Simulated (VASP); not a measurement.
Set up this calculation in VASP 6.6.1, as the native input.

| Item | Value |
| --- | --- |
| Task | single point |
| Functional | PBEsol |
| Potentials or basis | VASP PAW PBE potentials, release 64 (Ca_sv, S) |
| Cutoff | 500 eV |
| k mesh | 8 × 8 × 8 |
| Occupations | gaussian, width 0.02 eV |
| Spin | no spin polarisation |
| Dipole correction | no |
| Further INCAR settings | ALGO = Normal; EDIFF = 1e-06; NBANDS = 15 |

The structure of CaS lies in POSCAR:

```
CaS
1.0
    0.0000000000      2.8165828912      2.8165828912
    2.8165828912      0.0000000000      2.8165828912
    2.8165828912      2.8165828912      0.0000000000
Ca S
1 1
Direct
    0.0000000000      0.0000000000      0.0000000000
    0.5000000000      0.5000000000      0.5000000000
```

The input as run:

INCAR

```
ALGO = Normal ; EDIFF = 1E-6
ENCUT = 500 ; GGA = PS
GGA_COMPAT = False ; ISIF = 2
ISMEAR = 0 ; LASPH = True
LCHARG = False ; LREAL = False
LWAVE = False ; NBANDS = 15
NELM = 120 ; PREC = Accurate
SIGMA = 0.02
```

KPOINTS

```
k-points
0
Gamma
  8 8 8
```

Potentials or basis: VASP PAW PBE potentials, release 64 (Ca_sv, S).

The run is started by

```sh
$ cat potpaw_PBE.64/Ca_sv/POTCAR potpaw_PBE.64/S/POTCAR > POTCAR
$ mpirun -np 1 vasp_std > vasp.out
```

It gave:

| Property | Result |
| --- | --- |
| Pressure | 0.2 GPa |
| Band gap on the k mesh | 2.15 eV, indirect (least direct gap 3.00 eV) |

Caveat: the PAW data sets were made with another functional, which shifts forces and pressure a little.

It took 28 s on 1 thread of Intel Xeon 8259CL, on a shared host, peak memory 0.17 GiB.
